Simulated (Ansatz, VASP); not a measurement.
# One calculation of Si4O, two programs

```
Si O
1.0
     3.83334    0.00000    0.00000
     0.00000    3.83334    0.00000
     0.00000    0.00000   21.20348
Si O
4 1
Direct
  0.00000 0.50000 0.18865
  0.00000 0.00000 0.25257
  0.50000 0.00000 0.31919
  0.50000 0.50000 0.38218
  0.00000 0.50000 0.50008
```

Alike in both runs: task single point; functional PBE; dispersion D3(BJ); k mesh 7 × 7 × 1; occupations gaussian, width 0.05 eV; collinear spin.

|  | VASP | Ansatz |
| --- | --- | --- |
| version | VASP 6.6.1 | Ansatz 0.2.0 |
| potentials or method | VASP PAW PBE potentials, release 64 (Si, O), cutoff 520 eV | scalar-relativistic, plane waves, PAW |
| valence electrons in the cell | 22 | 22 |

|  | VASP | Ansatz | Ansatz less VASP |
| --- | --- | --- | --- |
| gap on the k mesh at the Fermi level (eV) | none | none | - |
| rms of the force components (eV/Å) | 0.456 | 0.457 | +0.0015 |
| net moment per atom (μB) | 0.29 | 0.29 | 0.000 |
| size of the moment on the site where the two differ most (μB) | 1.30 | 1.61 | +0.314 |
| work function, face that differs most (eV) | 7.54 | 7.55 | +0.004 |

Site moments also hang on the region over which each program counts them. Atom by atom the forces differ by 0.002 eV/Å (rms over components). A gap of «none» marks a metal or a gap that the smearing closes.
